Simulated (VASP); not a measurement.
Here is a VASP 6.6.1 calculation.

File POSCAR:

```
Pt
1.0
    2.7606656158      0.0000000000      0.0000000000
   -1.3803328079      2.3908065546      0.0000000000
    0.0000000000      0.0000000000      4.7921340000
Pt
2
Direct
    0.6666666667      0.3333333333      0.7500000000
    0.3333333333      0.6666666667      0.2500000000
```

INCAR.step1

```
SYSTEM = Pt
PREC = Accurate
ENCUT = 520
ISMEAR = 0
SIGMA = 0.15
LREAL = .False.
LASPH = .True.
NELM = 60
NBANDS = 17
GGA = PE
ALGO = Normal
EDIFF = 1E-4
LWAVE = .True.
LCHARG = .False.
```

INCAR.step2

```
SYSTEM = Pt
PREC = Accurate
ENCUT = 520
EDIFF = 1E-7
ISMEAR = 0
SIGMA = 0.15
LREAL = .False.
LASPH = .True.
NELM = 60
ALGO = Normal
ISIF = 2
LWAVE = .False.
LCHARG = .False.
METAGGA = R2SCAN
LMIXTAU = .True.
NBANDS = 17
ISTART = 1
```

The input KPOINTS:

```
regular mesh
0
Gamma
  18 18 10
  0 0 0
```

Potentials or basis: VASP PAW PBE potentials, release 64 (Pt).

The run is started by

```bash
$ cat potpaw_PBE.64/Pt/POTCAR > POTCAR
$ cp INCAR.step1 INCAR
$ mpirun -np 1 vasp_std > vasp.out
$ cp INCAR.step2 INCAR
$ mpirun -np 1 vasp_std > vasp.out
```

Predict the band gap on the k mesh.

zero (band 10 reaches 10.61 eV, above the bottom of band 11 at 9.24 eV).

Predict the pressure.

-5.9 GPa.

Stress tensor (GPa, compression positive):
```
-6.28  0.00  0.00
 0.00 -6.28  0.00
 0.00  0.00 -5.04
```

Caveat: the PAW data sets were made with another functional, which shifts forces and pressure a little; spin-orbit coupling is left out, which moves the levels of the heavy elements.
